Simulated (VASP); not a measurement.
Set up this calculation in VASP 6.6.1, as the native input.

* Task: single point
* Functional: LDA
* Potentials or basis: VASP PAW LDA potentials, release 64 (Ti_sv, C_h)
* Cutoff: 1000 eV
* k mesh: 9 × 9 × 1
* Occupations: gaussian, width 0.1 eV
* Spin: no spin polarisation
* Dipole correction: yes
* Further INCAR settings: ALGO = Normal; EDIFF = 1e-06; NBANDS = 34; NELMDL = -8

The structure of Ti4C lies in POSCAR:

```
Ti4C
1.0
    2.8641158382      0.0000000000      0.0000000000
   -1.4320579191      2.4803970752      0.0000000000
    0.0000000000      0.0000000000     22.2412393510
Ti C
4 1
Direct
    0.6666666667      0.3333333334      0.1798460930
    0.3333333333      0.6666666666      0.2818047761
    0.6666666667      0.3333333334      0.3878689313
    0.6686171339      0.8343085669      0.5035909823
    0.3333333333      1.1666666666      0.5428871815
```

One way to write it, as run:

INCAR

```
PREC = Accurate
ENCUT = 1000
EDIFF = 1E-6
ISMEAR = 0
SIGMA = 0.1
LREAL = F
LASPH = T
NELM = 120
ALGO = Normal
ISIF = 2
LWAVE = F
LCHARG = T
LDIPOL = T
IDIPOL = 3
DIPOL = 0.5 0.5 0.379
GGA = CA
LELF = T
LVHAR = T
LVACPOTAV = T
NBANDS = 34
GGA_COMPAT = F
NELMDL = -8
```

KPOINTS

```
regular mesh
0
Gamma
  9 9 1
```

Potentials or basis: VASP PAW LDA potentials, release 64 (Ti_sv, C_h).

The run is started by

```console
$ cat potpaw_LDA.64/Ti_sv/POTCAR potpaw_LDA.64/C_h/POTCAR > POTCAR
$ mpirun -np 1 vasp_std > vasp.out
```

Results of the run:

```
Largest force          : 0.501 eV/Å
Band gap on the k mesh : zero (bands 26 and 27 overlap by 0.72 eV)
```

Wall time 16 min on 1 thread of Intel(R) Xeon(R) Platinum 8375C CPU @ 2.90GHz (Ice Lake), on a shared host, peak memory 0.56 GiB.
